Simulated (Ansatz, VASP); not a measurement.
**HgTe: VASP beside Ansatz**

```
Hg Te
1.0
     0.00000    3.23050    3.23050
     3.23050    0.00000    3.23050
     3.23050    3.23050    0.00000
Hg Te
1 1
Direct
  0.00000 0.00000 0.00000
  0.25000 0.25000 0.25000
```

Alike in both runs: task single point; functional PBE; k mesh 8 × 8 × 8; occupations gaussian, width 0.01 eV; non-collinear spin, spin-orbit coupling.

|  | VASP | Ansatz |
| --- | --- | --- |
| version | VASP 6.6.1 | Ansatz 0.2.0 |
| potentials or method | VASP PAW PBE potentials, release 64 (Hg, Te) | plane waves, PAW |
| plane-wave cutoff (eV) | 520 | 420 |
| valence electrons in the cell | 18 | 36 |

```tsv
	VASP	Ansatz	Ansatz less VASP
net moment per atom (μB)	0.00	0.00	0.000
```

VASP's potentials hold 18 valence electrons a cell and Ansatz's 36, so a difference there can come from the potentials and not from the codes.
